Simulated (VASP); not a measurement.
# TiAl3 (Immm) in VASP: further runs

The runs below take TiAl3 through single point, with PBE.

All numbers are computed with VASP 6.6.1; they aren't measurements. Logs are shortened: lines on timing, memory, paths and dates and some standing lists are left out, and cuts for length are marked.

### 1 The cell of the first run

It takes space group Immm (No. 71, orthorhombic). The conventional cell has a = 3.563 Å, b = 3.986 Å, c = 8.622 Å, α = 90.00°, β = 90.00°, γ = 90.00°. Ti (site symmetry mmm) has 12 Al at 2.67 to 2.94 Å within 3.5 Å. Al (site symmetry mmm) has 4 Ti at 2.67 Å and 8 Al at 2.80 to 2.94 Å within 3.5 Å. Al (site symmetry mm2) has 8 Al at 2.67 to 2.94 Å and 4 Ti at 2.80 to 2.94 Å within 3.5 Å.

### 2 Single point, PBE (normal strain along x -0.0733, normal strain along y +0.0367)

File INCAR:

```
PREC = Accurate ; ENCUT = 520
EDIFF = 1E-6 ; ISMEAR = 0
SIGMA = 0.15 ; LREAL = F
LASPH = T ; NELM = 100
ALGO = Fast ; ISIF = 2
LWAVE = F ; LCHARG = F
GGA = PE ; NBANDS = 18
```

File KPOINTS:

```
Automatic mesh
0
Gamma
  14 14 14
```

File POSCAR:

```
TiAl3
1.0
   -1.7816539410      1.9931376289      4.3111351100
    1.7816539410     -1.9931376289      4.3111351100
    1.7816539410      1.9931376289     -4.3111351100
Ti Al
1 3
Direct
    0.0000000000      0.0000000000      0.0000000000
    0.5000000000      0.5000000000      0.0000000000
    0.7500000000      0.2500000000      0.5000000000
    0.2500000000      0.7500000000      0.5000000000
```

Potentials or basis: VASP PAW PBE potentials, release 64 (Ti_sv, Al).

Run with:

```console
$ cat potpaw_PBE.64/Ti_sv/POTCAR potpaw_PBE.64/Al/POTCAR > POTCAR
$ mpirun -np 1 vasp_std > vasp.out
```

OUTCAR:

```text
PREC = Accurate
   ENCUT = 520
   EDIFF = 1E-6
   ISMEAR = 0
   LREAL = F
   LASPH = T
   NELM = 100
   ISIF = 2
   GGA = PE

 ion  position               nearest neighbor table
   1  0.000  0.000  0.000-   2 2.67   2 2.67   2 2.67   2 2.67   4 2.80   3 2.80   3 2.80   4 2.80
                             3 2.94   3 2.94   4 2.94   4 2.94
   2  0.500  0.500  0.000-   1 2.67   1 2.67   1 2.67   1 2.67   3 2.80   4 2.80   4 2.80   3 2.80
                             3 2.94   4 2.94   3 2.94   4 2.94
   3  0.750  0.250  0.500-   4 2.67   4 2.67   4 2.67   4 2.67   1 2.80   2 2.80   2 2.80   1 2.80
                             1 2.94   2 2.94   1 2.94   2 2.94
   4  0.250  0.750  0.500-   3 2.67   3 2.67   3 2.67   3 2.67   2 2.80   1 2.80   1 2.80   2 2.80
                             1 2.94   1 2.94   2 2.94   2 2.94

  LATTYP: Found a body centered orthorhombic cell.
 ALAT       =     3.5633078820
 B/A-ratio  =     1.1187007662
 C/A-ratio  =     2.4197376442

  Lattice vectors:

 A1 = (  -1.7816539410,   1.9931376289,   4.3111351100)
 A2 = (   1.7816539410,  -1.9931376289,   4.3111351100)
 A3 = (   1.7816539410,   1.9931376289,  -4.3111351100)

Analysis of symmetry for initial positions (statically):
=====================================================================
 Subroutine PRICEL returns:
 Original cell was already a primitive cell.

 Routine SETGRP: Setting up the symmetry group for a
 body centered orthorhombic supercell.

 Subroutine GETGRP returns: Found  8 space group operations
 (whereof  8 operations were pure point group operations)
 out of a pool of  8 trial point group operations.

The static configuration has the point symmetry D_2h.

Analysis of symmetry for dynamics (positions and initial velocities):
=====================================================================
 Subroutine PRICEL returns:
 Original cell was already a primitive cell.

 Routine SETGRP: Setting up the symmetry group for a
 body centered orthorhombic supercell.

 Subroutine GETGRP returns: Found  8 space group operations
 (whereof  8 operations were pure point group operations)
 out of a pool of  8 trial point group operations.

The dynamic configuration has the point symmetry D_2h.

 Subroutine INISYM returns: Found  8 space group operations
 (whereof  8 operations are pure point group operations),
 and found     1 'primitive' translations

----------------------------------------------------------------------------------------

                                     Primitive cell

  volume of cell :      61.2368

  direct lattice vectors                    reciprocal lattice vectors
    -1.781653941  1.993137629  4.311135110     0.000000000  0.250860750  0.115978736
     1.781653941 -1.993137629  4.311135110     0.280638113  0.000000000  0.115978736
     1.781653941  1.993137629 -4.311135110     0.280638113  0.250860750  0.000000000

  length of vectors
     5.072748201  5.072748201  5.072748201     0.276373267  0.303659048  0.376415816

  position of ions in fractional coordinates (direct lattice)
     0.000000000  0.000000000  0.000000000
     0.500000000  0.500000000  0.000000000
     0.750000000  0.250000000  0.500000000
     0.250000000  0.750000000  0.500000000

  ion indices of the primitive-cell ions
   primitive index   ion index
                 1           1
                 2           2
                 3           3
                 4           4

----------------------------------------------------------------------------------------

 KPOINTS: Automatic mesh

Automatic generation of k-mesh.
 Grid dimensions read from file:
 generate k-points for:   14   14   14

 Generating k-lattice:

  Cartesian coordinates                     Fractional coordinates (reciprocal lattice)
     0.000000000  0.017918625  0.008284195     0.071428571  0.000000000  0.000000000
     0.020045579  0.000000000  0.008284195     0.000000000  0.071428571 -0.000000000
     0.020045579  0.017918625  0.000000000     0.000000000 -0.000000000  0.071428571

  Length of vectors
     0.019740948  0.021689932  0.026886844

  Shift w.r.t. Gamma in fractional coordinates (k-lattice)
     0.000000000  0.000000000  0.000000000

 Subroutine IBZKPT returns following result:
 ===========================================

 Found    428 irreducible k-points:

 Following reciprocal coordinates:
            Coordinates               Weight
  0.000000  0.000000  0.000000      1.000000
  0.071429  0.000000 -0.000000      4.000000
  0.142857  0.000000 -0.000000      4.000000
  0.214286  0.000000 -0.000000      4.000000
  0.285714  0.000000 -0.000000      4.000000
  0.357143  0.000000 -0.000000      4.000000
[... 16 lines left out ...]
  0.000000  0.142857 -0.000000      4.000000
  0.071429  0.142857 -0.000000      8.000000
 [... further k-points ...]
   k-points           NKPTS =    428   k-points in BZ     NKDIM =    428   number of bands    NBANDS=     18
   number of dos      NEDOS =    301   number of ions     NIONS =      4
   total plane-waves  NPLWV =  64000
   dimension x,y,z NGX =    40 NGY =   40 NGZ =   40
   dimension x,y,z NGXF=    80 NGYF=   80 NGZF=   80
   ions per type =               1   3
   NGX,Y,Z   is equivalent  to a cutoff of  13.11, 13.11, 13.11 a.u.
   NGXF,Y,Z  is equivalent  to a cutoff of  26.22, 26.22, 26.22 a.u.
 SYSTEM =  unknown system
   PREC   = accura    normal or accurate (medium, high low for compatibility)
   ISTART =      0    job   : 0-new  1-cont  2-samecut
   ICHARG =      2    charge: 1-file 2-atom 10-const
   ISPIN  =      1    spin polarized calculation?
   LNONCOLLINEAR =      F non collinear calculations
   LSORBIT =      F    spin-orbit coupling
   LASPH  =      T    aspherical Exc in radial PAW
   ENCUT  =  520.0 eV  38.22 Ry    6.18 a.u.   9.43  9.43  9.43*2*pi/ulx,y,z
   NELM   =    100;   NELMIN=  2; NELMDL= -5     # of ELM steps
   EDIFF  = 0.1E-05   stopping-criterion for ELM
   LREAL  =      F    real-space projection
   EDIFFG = 0.1E-04   stopping-criterion for IOM
   NSW    =      0    number of steps for IOM
   IBRION =     -1    ionic relax: 0-MD 1-quasi-New 2-CG
   NFREE  =      0    steps in history (QN), initial steepest desc. (CG)
   ISIF   =      2    stress and relaxation
   ISYM   =      2    0-nonsym 1-usesym 2-fastsym
   POTIM  = 0.5000    time-step for ionic-motion
   TEBEG  =    0.0;   TEEND  =   0.0 temperature during run
   PSTRESS=    0.0 pullay stress
   NELECT =      21.0000    total number of electrons
   NUPDOWN=      -1.0000    fix difference up-down
   EMIN   =  10.00;   EMAX   =-10.00  energy-range for DOS
   EFERMI =   0.00;   METHOD = LEGACY
   ISMEAR =     0;   SIGMA  =   0.15  broadening in eV -4-tet -1-fermi 0-gaus
   EFERMI_NEDOS =   21; number of points for ismear=-14 and -15
   IALGO  =     68    algorithm
   IMIX   =      4    mixing-type and parameters
     AMIX     =   0.40;   BMIX     =  1.00
     AMIX_MAG =   1.60;   BMIX_MAG =  1.00
  volume/ion in A,a.u.               =      15.31       103.31
  Fermi-wavevector in a.u.,A,eV,Ry     =   1.145892  2.165423 17.865394  1.313069
  Thomas-Fermi vector in A             =   2.282579
   LORBIT       =      0    0 simple, 1 ext, 2 COOP (PROOUT), +10 PAW based schemes
   GGA     = PE    functional components
   LHFCALC =     F    Hartree Fock is set to
   AEXX    =    0.0000 exact exchange contribution
   IVDW    =     0    specifies the selected vdW correction
   LEPSILON=     F    determine dielectric tensor
   LRPA    =     F    only Hartree local field effects (RPA)
 non-spin polarized calculation
 RMM-DIIS sequential band-by-band and
 Gauss-broadening in eV      SIGMA  =   0.15
  energy-cutoff  :      520.00
  volume of cell :       61.24
 maximum number of plane-waves:      1677
 NGX is ok and might be reduce to    40
   NGX = 19   NGY = 19   NGZ = 19

 number of electron      21.0000002 magnetization

 Free energy of the ion-electron system (eV)
  ---------------------------------------------------
  ext. energy  EPLUGINS =         0.00000000
  ---------------------------------------------------
  free energy    TOTEN  =       -20.50016824 eV

  energy without entropy =      -20.48254989  energy(sigma->0) =      -20.49135906

 E-fermi :   8.6378     XC(G=0): -10.8790

 val. band max:        8.6357011309   @ k =  -0.2143  -0.3571   0.1429
 cond. band min:       8.6404959575   @ k =   0.3571   0.2143  -0.0000
 fundamental gap:      0.0047948266
 Fermi energy:         8.6377600100

 k-point     1 :       0.0000    0.0000    0.0000
  band No.  band energies     occupation
      1     -47.7594      2.00000
      2     -24.1298      2.00000
      3     -24.0261      2.00000
      4     -24.0092      2.00000
      5      -1.6706      2.00000
      6       5.4878      2.00000
[... 10 lines left out ...]
     17      12.3690      0.00000
     18      12.8719      0.00000

 k-point     2 :       0.0714    0.0000   -0.0000
  band No.  band energies     occupation
      1     -47.7593      2.00000
      2     -24.1308      2.00000
      3     -24.0260      2.00000
      4     -24.0091      2.00000
      5      -1.6112      2.00000
      6       5.1655      2.00000
[... 10 lines left out ...]
     17      12.6073      0.00000
     18      12.9039      0.00000

 k-point     3 :       0.1429    0.0000   -0.0000
  band No.  band energies     occupation
      1     -47.7592      2.00000
      2     -24.1335      2.00000
      3     -24.0259      2.00000
      4     -24.0091      2.00000
      5      -1.4338      2.00000
      6       4.7154      2.00000
[... 10 lines left out ...]
     17      13.0728      0.00000
     18      13.1194      0.00000

 k-point     4 :       0.2143    0.0000   -0.0000
  band No.  band energies     occupation
      1     -47.7590      2.00000
      2     -24.1374      2.00000
      3     -24.0257      2.00000
      4     -24.0091      2.00000
      5      -1.1412      2.00000
      6       4.1579      2.00000
[... 375 lines left out ...]
      4     -24.0088      2.00000
      5      -1.5600      2.00000
      6       5.5764      2.00000
[... 10 lines left out ...]
     17      12.3870      0.00000
     18      13.6516      0.00000

 k-point    23 :       0.0000    0.1429   -0.0000
  band No.  band energies     occupation
      1     -47.7587      2.00000
      2     -24.1289      2.00000
      3     -24.0369      2.00000
      4     -24.0083      2.00000
      5      -1.3842      2.00000
      6       4.8978      2.00000
[... 10 lines left out ...]
     17      12.4729      0.00000
     18      14.6600      0.00000

 k-point    24 :       0.0714    0.1429   -0.0000
  band No.  band energies     occupation
      1     -47.7587      2.00000
      2     -24.1299      2.00000
      3     -24.0368      2.00000
      4     -24.0084      2.00000
      5      -1.2850      2.00000
      6       4.5108      2.00000
[... 10 lines left out ...]
     17      12.7424      0.00000
     18      14.5964      0.00000

 [... further k-points ...]

------------------------ aborting loop because EDIFF is reached ----------------------------------------

  FORCE on cell =-STRESS in cart. coord.  units (eV):
  Direction    XX          YY          ZZ          XY          YZ          ZX
  --------------------------------------------------------------------------------------
  -------------------------------------------------------------------------------------
  Total        4.1777432     -0.0699904      1.3321953      0.0000000      0.0000000      0.0000000
  in kB      109.3050084     -1.8312031     34.8550903      0.0000000      0.0000000      0.0000000
  external PRESSURE =      47.4429652 kB  Pullay stress =       0.0000000 kB

 VOLUME and BASIS-vectors are now :
 -----------------------------------------------------------------------------
  energy-cutoff  :      520.00
  volume of cell :       61.24
      direct lattice vectors                 reciprocal lattice vectors
    -1.781653941  1.993137629  4.311135110     0.000000000  0.250860750  0.115978736
     1.781653941 -1.993137629  4.311135110     0.280638113  0.000000000  0.115978736
     1.781653941  1.993137629 -4.311135110     0.280638113  0.250860750  0.000000000

 POSITION                                       TOTAL-FORCE (eV/Angst)
 -----------------------------------------------------------------------------------
      0.00000      0.00000      0.00000         0.000000      0.000000     -0.000000
      0.00000      0.00000      4.31114         0.000000      0.000000      0.000000
      0.00000      1.99314      2.15557         0.000000     -0.000000      0.060934
      1.78165     -0.00000      2.15557        -0.000000      0.000000     -0.060934
 -----------------------------------------------------------------------------------
    total drift:                               -0.000000     -0.000000     -0.000000

  FREE ENERGIE OF THE ION-ELECTRON SYSTEM (eV)
  ---------------------------------------------------
  free  energy   TOTEN  =       -20.5001682442 eV

  energy  without entropy=      -20.4825498857  energy(sigma->0) =      -20.49135906
```

Run time: 11 min. Hardware: 1 thread of Intel Xeon 6975P-C (Granite Rapids), shared host; peak memory 0.59 GiB.

What came out:

| Property | Result |
| --- | --- |
| Free energy | -20.5002 eV |
| Pressure | 4.7 GPa |
| Largest force | 0.061 eV/Å |

Forces in eV/Å, atoms in the order of the input:
```
Ti   0.000  0.000  0.000
Al   0.000  0.000  0.000
Al   0.000  0.000  0.061
Al   0.000  0.000 -0.061
```

Caveat: the cell differs from its parent crystal (normal strain along x -0.0733, normal strain along y +0.0367).

### 3 Single point, PBE (normal strain along x -0.1100, normal strain along y +0.1100)

File INCAR:

```
SYSTEM = TiAl3
ALGO = Fast
EDIFF = 1E-6
ENCUT = 520
GGA = PE
ISIF = 2
ISMEAR = 0
LASPH = .True.
LCHARG = .False.
LREAL = .False.
LWAVE = .False.
NBANDS = 18
NELM = 60
PREC = Accurate
SIGMA = 0.15
```

File KPOINTS:

```
k-points
0
Gamma
  14 14 14
  0 0 0
```

File POSCAR:

```
TiAl3
1.0
   -1.7110952925      2.1340626681      4.3111351100
    1.7110952925     -2.1340626681      4.3111351100
    1.7110952925      2.1340626681     -4.3111351100
Ti Al
1 3
Direct
    0.0000000000      0.0000000000      0.0000000000
    0.5000000000      0.5000000000      0.0000000000
    0.7500000000      0.2500000000      0.5000000000
    0.2500000000      0.7500000000      0.5000000000
```

Potentials or basis: VASP PAW PBE potentials, release 64 (Ti_sv, Al).

Run with:

```console
$ cat potpaw_PBE.64/Ti_sv/POTCAR potpaw_PBE.64/Al/POTCAR > POTCAR
$ mpirun -np 1 vasp_std > vasp.out
```

Run time: 12 min. Hardware: 1 thread of Intel Xeon 6975P-C (Granite Rapids), shared host; peak memory 0.6 GiB.

The run converged. Its results:

```yaml
Free_energy: -20.2208 eV
Pressure: 1.9 GPa
Largest_force: 0.135 eV/Å
```

Forces in eV/Å, atoms in the order of the input:
```
Ti   0.000  0.000  0.000
Al   0.000  0.000  0.000
Al   0.000  0.000  0.135
Al   0.000  0.000 -0.135
```

Stress tensor (GPa, compression positive):
```
 7.03  0.00  0.00
 0.00 -8.50  0.00
 0.00  0.00  7.08
```

Levels at points of the mesh, in eV from the Fermi level:
| k point | band 7 | band 8 | band 9 | band 10 | band 11 | band 12 | band 13 | band 14 | band 15 | band 16 |
| --- | --- | --- | --- | --- | --- | --- | --- | --- | --- | --- |
| (0.00, 0.00, 0.00) | -2.99 | -2.60 | -1.52 | 0.03 | 0.06 | 0.12 | 0.99 | 3.24 | 3.48 | 3.56 |
| (0.50, 0.00, 0.00) | -3.92 | -3.70 | -0.33 | 0.01 | 0.70 | 0.91 | 2.56 | 3.69 | 3.69 | 5.02 |
| (0.00, 0.50, 0.00) | -3.66 | -2.58 | -1.93 | -0.66 | 0.09 | 0.85 | 1.75 | 2.11 | 2.65 | 3.90 |
| (0.50, 0.50, 0.00) | -4.44 | -3.90 | -2.77 | -2.33 | -1.11 | 0.91 | 2.36 | 2.54 | 2.92 | 2.95 |
| (0.50, 0.50, 0.50) | -2.71 | -2.65 | -0.30 | 0.18 | 1.07 | 1.09 | 1.11 | 2.46 | 4.19 | 4.70 |

Caveat: the cell differs from its parent crystal (normal strain along x -0.1100, normal strain along y +0.1100).
